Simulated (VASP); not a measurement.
# Si8GeSb3S2 in VASP: notebook

Runs on Si8GeSb3S2. Level: PBE+D3(BJ). Tasks: single point.

Everything below comes from runs of VASP 6.6.1. Logs are shortened: lines on timing, memory, paths and dates and some standing lists are left out, and cuts for length are marked.

**1. The cell of the first run**

The cell holds a disordered packing, 14 atoms: a = 6.985 Å, b = 6.848 Å, c = 7.102 Å, α = 93.62°, β = 90.10°, γ = 90.67°.

**2. Single point, PBE+D3(BJ)**

Input file INCAR:

```
SYSTEM = Si8GeSb3S2
PREC = Accurate
ENCUT = 410
EDIFF = 1E-6
ISMEAR = -1
SIGMA = 0.05
LREAL = .False.
LASPH = .True.
NELM = 120
ALGO = Normal
ISIF = 2
LWAVE = .False.
LCHARG = .False.
GGA = PE
IVDW = 12
ISYM = -1
NBANDS = 50
GGA_COMPAT = .False.
```

Input file KPOINTS:

```
explicit points
1
Reciprocal
  0.25000000   0.25000000   0.25000000 1
```

Input file POSCAR:

```
Si8GeSb3S2
1.0
    6.9844320000     -0.0408370000     -0.0068710000
   -0.0408370000      6.8442120000     -0.2202700000
   -0.0068710000     -0.2202700000      7.0988770000
Ge S Sb Si
1 2 3 8
Direct
    0.4655089311      0.5213828883      0.7855860188
    0.6967979000      0.5824959876      0.5520538093
    0.2684624681      0.6325744236      0.2741102253
    0.0841289102      0.2838349657      0.6010310332
    0.1028255236      0.3146112039      0.0238829218
    0.9208237314      0.0313027395      0.2645067712
    0.2538654092      0.7472724363      0.5741992725
    0.4914146253      0.7884784978      0.1107463432
    0.8567556378      0.8028964138      0.7370996513
    0.5531304078      0.1561634304      0.2870724028
    0.3951214467      0.0500860470      0.5441001912
    0.6375785965      0.0947448992      0.7543668191
    0.3810776550      0.0732158797     -0.0269172650
    0.8055538322      0.6868871761      0.0537842251
```

Potentials or basis: VASP PAW PBE potentials, release 64 (Ge_d, S, Sb, Si).

Started as:

```
cat potpaw_PBE.64/Ge_d/POTCAR potpaw_PBE.64/S/POTCAR potpaw_PBE.64/Sb/POTCAR potpaw_PBE.64/Si/POTCAR > POTCAR
mpirun -np 1 vasp_std > vasp.out
```

OUTCAR:

```text
SYSTEM = Si8GeSb3S2
   PREC = Accurate
   ENCUT = 410
   EDIFF = 1E-6
   ISMEAR = -1
   LREAL = .False.
   LASPH = .True.
   NELM = 120
   ISIF = 2
   GGA = PE
   IVDW = 12
   ISYM = -1
 IVDW          = 12

 ion  position               nearest neighbor table
   1  0.466  0.521  0.786-   2 2.37   7 2.68   8 2.86   4 3.33
   2  0.697  0.582  0.552-   9 2.23   1 2.37
   3  0.268  0.633  0.274-   7 2.23   8 2.24   5 2.95
   4  0.084  0.284  0.601-  11 2.73   5 3.00   6 3.07   1 3.33   7 3.39
   5  0.103  0.315  0.024-  13 2.58   6 2.94   3 2.95   4 3.00  14 3.30
   6  0.921  0.031  0.265-  10 2.72  14 2.82   5 2.94   4 3.07
   7  0.254  0.747  0.574-   3 2.23  11 2.31   1 2.68   9 3.03   4 3.39
   8  0.491  0.788  0.111-   3 2.24  14 2.34  13 2.37  10 2.77   1 2.86
   9  0.857  0.803  0.737-   2 2.23  14 2.46  12 2.53   7 3.03
  10  0.553  0.156  0.287-  11 2.29  13 2.56   6 2.72   8 2.77
  11  0.395  0.050  0.544-  12 2.26  10 2.29   7 2.31   4 2.73  13 3.04
  12  0.638  0.095  0.754-  11 2.26  13 2.38   9 2.53
  13  0.381  0.073  0.973-   8 2.37  12 2.38  10 2.56   5 2.58  11 3.04
  14  0.806  0.687  0.054-   8 2.34   9 2.46   6 2.82   5 3.30

IMPORTANT INFORMATION: All symmetrisations will be switched off!
NOSYMM: (Re-)initialisation of all symmetry stuff for point group C_1.

----------------------------------------------------------------------------------------

                                     Primitive cell

  volume of cell :     338.9960

  direct lattice vectors                    reciprocal lattice vectors
     6.984432000 -0.040837000 -0.006871000     0.143180754  0.000859628  0.000165258
    -0.040837000  6.844212000 -0.220270000     0.000859628  0.146260071  0.004539114
    -0.006871000 -0.220270000  7.098877000     0.000165258  0.004539114  0.141008355

  length of vectors
     6.984554763  6.847877367  7.102296864     0.143183430  0.146333014  0.141081491

  position of ions in fractional coordinates (direct lattice)
     0.465508931  0.521382888  0.785586019
     0.696797900  0.582495988  0.552053809
     0.268462468  0.632574424  0.274110225
     0.084128910  0.283834966  0.601031033
     0.102825524  0.314611204  0.023882922
     0.920823731  0.031302739  0.264506771
     0.253865409  0.747272436  0.574199273
     0.491414625  0.788478498  0.110746343
     0.856755638  0.802896414  0.737099651
     0.553130408  0.156163430  0.287072403
     0.395121447  0.050086047  0.544100191
     0.637578596  0.094744899  0.754366819
     0.381077655  0.073215880  0.973082735
     0.805553832  0.686887176  0.053784225

  ion indices of the primitive-cell ions
   primitive index   ion index
                 1           1
                 2           2
                 3           3
                 4           4
                 5           5
                 6           6
                 7           7
                 8           8
                 9           9
                10          10
                11          11
                12          12
                13          13
                14          14

----------------------------------------------------------------------------------------

 KPOINTS: explicit points

Read explicit list of k-points.

 Found      1 k-points:

 Following reciprocal coordinates:
            Coordinates               Weight
  0.250000  0.250000  0.250000      1.000000
   k-points           NKPTS =      1   k-points in BZ     NKDIM =      1   number of bands    NBANDS=     50
   number of dos      NEDOS =    301   number of ions     NIONS =     14
   total plane-waves  NPLWV = 110592
   dimension x,y,z NGX =    48 NGY =   48 NGZ =   48
   dimension x,y,z NGXF=    96 NGYF=   96 NGZF=   96
   ions per type =               1   2   3   8
   NGX,Y,Z   is equivalent  to a cutoff of  11.42, 11.65, 11.24 a.u.
   NGXF,Y,Z  is equivalent  to a cutoff of  22.85, 23.31, 22.47 a.u.
 SYSTEM =  Si8GeSb3S2
   PREC   = accura    normal or accurate (medium, high low for compatibility)
   ISTART =      0    job   : 0-new  1-cont  2-samecut
   ICHARG =      2    charge: 1-file 2-atom 10-const
   ISPIN  =      1    spin polarized calculation?
   LNONCOLLINEAR =      F non collinear calculations
   LSORBIT =      F    spin-orbit coupling
   LASPH  =      T    aspherical Exc in radial PAW
   ENCUT  =  410.0 eV  30.13 Ry    5.49 a.u.  11.53 11.31 11.73*2*pi/ulx,y,z
   NELM   =    120;   NELMIN=  2; NELMDL= -5     # of ELM steps
   EDIFF  = 0.1E-05   stopping-criterion for ELM
   LREAL  =      F    real-space projection
   EDIFFG = 0.1E-04   stopping-criterion for IOM
   NSW    =      0    number of steps for IOM
   IBRION =     -1    ionic relax: 0-MD 1-quasi-New 2-CG
   NFREE  =      0    steps in history (QN), initial steepest desc. (CG)
   ISIF   =      2    stress and relaxation
   ISYM   =     -1    0-nonsym 1-usesym 2-fastsym
   POTIM  = 0.5000    time-step for ionic-motion
   TEBEG  =    0.0;   TEEND  =   0.0 temperature during run
   PSTRESS=    0.0 pullay stress
   NELECT =      73.0000    total number of electrons
   NUPDOWN=      -1.0000    fix difference up-down
   EMIN   =  10.00;   EMAX   =-10.00  energy-range for DOS
   EFERMI =   0.00;   METHOD = LEGACY
   ISMEAR =    -1;   SIGMA  =   0.05  broadening in eV -4-tet -1-fermi 0-gaus
   EFERMI_NEDOS =   21; number of points for ismear=-14 and -15
   IALGO  =     38    algorithm
   IMIX   =      4    mixing-type and parameters
     AMIX     =   0.40;   BMIX     =  1.00
     AMIX_MAG =   1.60;   BMIX_MAG =  1.00
  volume/ion in A,a.u.               =      24.21       163.40
  Fermi-wavevector in a.u.,A,eV,Ry     =   0.981260  1.854313 13.100668  0.962872
  Thomas-Fermi vector in A             =   2.112253
   LORBIT       =      0    0 simple, 1 ext, 2 COOP (PROOUT), +10 PAW based schemes
   GGA     = PE    functional components
   LHFCALC =     F    Hartree Fock is set to
   AEXX    =    0.0000 exact exchange contribution
   IVDW    =    12    specifies the selected vdW correction
   LEPSILON=     F    determine dielectric tensor
   LRPA    =     F    only Hartree local field effects (RPA)
 non-spin polarized calculation
  energy-cutoff  :      410.00
  volume of cell :      339.00
 maximum number of plane-waves:      6389
 NGX is ok and might be reduce to    48
   NGX = 23   NGY = 23   NGZ = 23

 number of electron      72.9999996 magnetization

 Free energy of the ion-electron system (eV)
  ---------------------------------------------------
  ext. energy  EPLUGINS =         0.00000000
  ---------------------------------------------------
  free energy    TOTEN  =       -64.33742177 eV

  energy without entropy =      -64.26803119  energy(sigma->0) =      -64.30272648

 E-fermi :   5.1218     XC(G=0):  -9.2499

 val. band max:        5.1218361504   @ k =   0.2500   0.2500   0.2500
 cond. band min:       5.7057214622   @ k =   0.2500   0.2500   0.2500
 fundamental gap:      0.5838853117
 Fermi energy:         5.1218465681

 k-point     1 :       0.2500    0.2500    0.2500
  band No.  band energies     occupation
      1     -19.4802      2.00000
      2     -19.4683      2.00000
      3     -19.4527      2.00000
      4     -19.4398      2.00000
      5     -19.4214      2.00000
      6      -8.5466      2.00000
[... 40 lines left out ...]
     47       8.2165      0.00000
     48       8.5573      0.00000
 [bands above 48 left out]

------------------------ aborting loop because EDIFF is reached ----------------------------------------

 Edisp (eV)   -4.93407

 E8    (eV) :    -2.0869

  FORCE on cell =-STRESS in cart. coord.  units (eV):
  Direction    XX          YY          ZZ          XY          YZ          ZX
  --------------------------------------------------------------------------------------
  -------------------------------------------------------------------------------------
  Total      -7.00523    -4.18576    -3.85252     5.34811     0.11977     9.02501
  in kB     -33.10844   -19.78290   -18.20793    25.27645     0.56604    42.65440
  external pressure =      -23.70 kB  Pullay stress =        0.00 kB

 VOLUME and BASIS-vectors are now :
 -----------------------------------------------------------------------------
  energy-cutoff  :      410.00
  volume of cell :      339.00
      direct lattice vectors                 reciprocal lattice vectors
     6.984432000 -0.040837000 -0.006871000     0.143180754  0.000859628  0.000165258
    -0.040837000  6.844212000 -0.220270000     0.000859628  0.146260071  0.004539114
    -0.006871000 -0.220270000  7.098877000     0.000165258  0.004539114  0.141008355

 POSITION                                       TOTAL-FORCE (eV/Angst)
 -----------------------------------------------------------------------------------
      3.22463      3.37640      5.45873         0.237036     -0.117674      0.200236
      4.83916      3.83667      3.78587         0.003613      0.456049      0.208668
      1.84734      4.25813      1.80469         0.246762      0.226571      0.005270
      0.57187      1.80680      4.20355         0.120790     -0.046478      0.180632
      0.70517      2.14381      0.09954        -0.876216      0.378623     -0.263835
      6.42833      0.11838      1.86448        -0.227598     -0.507290     -0.001710
      1.73864      4.97765      3.90982        -0.740208     -0.552737     -0.294384
      3.39929      5.35205      0.60912        -0.604222      0.056079      0.193917
      5.94610      5.29784      5.04984         0.274410     -0.295955     -0.711637
      3.85495      0.98299      1.99969         0.100240      0.238755     -1.297132
      2.75391      0.20682      3.84875        -0.450077      0.419273      0.090677
      4.44407      0.45625      5.32991         0.489098      0.410487      0.580893
      2.65193      0.27120      6.88905         0.881974     -0.361489      0.623203
      5.59792      4.65646      0.22497         0.544398     -0.304214      0.485200
 -----------------------------------------------------------------------------------
    total drift:                               -0.000977      0.000186     -0.000189

  FREE ENERGIE OF THE ION-ELECTRON SYSTEM (eV)
  ---------------------------------------------------
  free  energy   TOTEN  =       -69.2714910668 eV

  energy  without entropy=      -69.2021004844  energy(sigma->0) =      -69.23679578
```

It took 18 s on 1 thread of Intel Xeon 6975P-C (Granite Rapids), shared host; peak memory 0.31 GiB.

Results:

```
Free energy                : -69.2715 eV
Pressure                   : -2.4 GPa
Largest force              : 1.323 eV/Å
Band gap on the k mesh     : zero (an odd number of electrons rules out a gap without spin polarisation)
Dispersion energy per atom : -0.352 eV
```

Forces in eV/Å, atoms in the order of the input:
```
Ge   0.237 -0.118  0.200
S    0.004  0.456  0.209
S    0.247  0.227  0.005
Sb   0.121 -0.046  0.181
Sb  -0.876  0.379 -0.264
Sb  -0.228 -0.507 -0.002
Si  -0.740 -0.553 -0.294
Si  -0.604  0.056  0.194
Si   0.274 -0.296 -0.712
Si   0.100  0.239 -1.297
Si  -0.450  0.419  0.091
Si   0.489  0.410  0.581
Si   0.882 -0.361  0.623
Si   0.544 -0.304  0.485
```

Levels at points of the mesh, in eV from the Fermi level:
| k point | band 35 | band 36 | band 37 | band 38 | band 39 | band 40 |
| --- | --- | --- | --- | --- | --- | --- |
| (0.25, 0.25, 0.25) | -0.74 | -0.49 | 0.00 | 0.58 | 1.13 | 1.26 |

Caveat: the atoms stand as in a frame of molecular dynamics; spin-orbit coupling is left out, which moves the levels of the heavy elements.

**3. Single point, PBE+D3(BJ)**

Input file INCAR:

```
PREC = Accurate ; ENCUT = 410
EDIFF = 1E-6 ; ISMEAR = -1
SIGMA = 0.05 ; LREAL = F
LASPH = T ; NELM = 120
ALGO = Normal ; ISIF = 2
LWAVE = F ; LCHARG = T
GGA = PE ; IVDW = 12
LELF = T ; LVHAR = T
ISYM = -1 ; NBANDS = 50
GGA_COMPAT = F
```

KPOINTS is that of step 2.

Input file POSCAR:

```
Si8GeSb3S2
1.0
    6.9844320000     -0.0408370000     -0.0068710000
   -0.0408370000      6.8442120000     -0.2202700000
   -0.0068710000     -0.2202700000      7.0988770000
Ge S Sb Si
1 2 3 8
Direct
    0.4575830778      0.5302376488      0.7867233790
    0.6698170476      0.5947680911      0.5530602770
    0.3019002364      0.6011576292      0.2794641107
    0.1106223015      0.3060500566      0.6134152954
    0.0868263731      0.2812471854      0.0230836372
    0.9186323039     -0.0117833588      0.2919598976
    0.1960134782      0.7634377326      0.5286425216
    0.4797867479      0.7613974497      0.0734576231
    0.8494662735      0.7986477901      0.7103833228
    0.5860993106      0.2162102280      0.2844422738
    0.3927738331      0.0657289302      0.5412540407
    0.6377200425      0.1091117205      0.7686619747
    0.4028261691      0.0737198588      0.0264136274
    0.8146712731      0.6737036946      0.0574984352
```

Potentials or basis: VASP PAW PBE potentials, release 64 (Ge_d, S, Sb, Si).

Started as:

```
cat potpaw_PBE.64/Ge_d/POTCAR potpaw_PBE.64/S/POTCAR potpaw_PBE.64/Sb/POTCAR potpaw_PBE.64/Si/POTCAR > POTCAR
mpirun -np 1 vasp_std > vasp.out
```

It took 18 s on 1 thread of Intel Xeon 6975P-C (Granite Rapids), shared host; peak memory 0.31 GiB.

Results (log left out):

- Free energy: -69.4674 eV
- Pressure: -3.6 GPa
- Largest force: 0.947 eV/Å
- Band gap on the k mesh: zero (an odd number of electrons rules out a gap without spin polarisation)
- Dispersion energy per atom: -0.354 eV

Forces on the atoms (eV/Å):
```
Ge  -0.254 -0.676 -0.120
S   -0.076 -0.494 -0.294
S    0.113 -0.408 -0.847
Sb  -0.175  0.250  0.143
Sb  -0.625  0.267  0.078
Sb  -0.385  0.443 -0.370
Si   0.498  0.527  0.082
Si   0.390 -0.484  0.476
Si  -0.209  0.485  0.650
Si  -0.093 -0.352  0.343
Si   0.760  0.233 -0.036
Si  -0.465 -0.133  0.185
Si   0.515  0.608 -0.309
Si   0.005 -0.267  0.019
```

Stress tensor (GPa, compression positive):
```
-4.78  2.48  4.29
 2.48 -3.76  1.53
 4.29  1.53 -2.24
```

Levels at points of the mesh, in eV from the Fermi level:
```csv
k point,band 35,band 36,band 37,band 38,band 39,band 40
"(0.25, 0.25, 0.25)",-0.65,-0.42,0.00,0.65,0.97,1.21
```

Caveat: the atoms stand as in a frame of molecular dynamics; spin-orbit coupling is left out, which moves the levels of the heavy elements.

The gap in the log of VASP goes by the Fermi energy; the results here count the filled bands.